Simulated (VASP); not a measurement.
Wanted: the native input for a VASP 6.6.1 run.

```yaml
Task: single point
Functional: LDA
Potentials_or_basis: VASP PAW LDA potentials, release 64 (Al, As)
Cutoff: 500 eV
k_mesh: 8 × 8 × 8
Occupations: gaussian, width 0.01 eV
Spin: no spin polarisation
Dipole_correction: no
Further_INCAR_settings: ALGO = Normal; EDIFF = 1e-06; NBANDS = 11
```

The structure of AlAs lies in POSCAR:

```
AlAs
1.0
    2.7699921228      2.7699921228      0.0000000000
   -2.7699921228      2.7699921228      0.0000000000
    0.0000000000      2.7699921228      2.7699921228
Al As
1 1
Direct
    0.0000000000      0.0000000000      0.0000000000
    0.7500000000      0.2500000000      0.5000000000
```

One way to write it, as run:

INCAR

```
SYSTEM = AlAs
  PREC = Accurate
  ENCUT = 500
  EDIFF = 1E-6
  ISMEAR = 0
  SIGMA = 0.01
  LREAL = .False.
  LASPH = .True.
  NELM = 120
  ALGO = Normal
  ISIF = 2
  LWAVE = .False.
  LCHARG = .True.
  GGA = CA
  LELF = .True.
  LVHAR = .True.
  NBANDS = 11
  GGA_COMPAT = .False.
```

KPOINTS

```
regular mesh
0
Gamma
  8 8 8
  0 0 0
```

Potentials or basis: VASP PAW LDA potentials, release 64 (Al, As).

Command:

```bash
$ cat potpaw_LDA.64/Al/POTCAR potpaw_LDA.64/As/POTCAR > POTCAR
$ mpirun -np 1 vasp_std > vasp.out
```

Results of the run:

```json
{
  "Pressure": "4.4 GPa",
  "Band gap on the k mesh": "1.22 eV, indirect (least direct gap 2.40 eV)"
}
```

Run time: 16 s on 1 thread of Intel(R) Xeon(R) Platinum 8259CL CPU @ 2.50GHz (Skylake/Cascade Lake), on a shared host, peak memory 0.15 GiB.
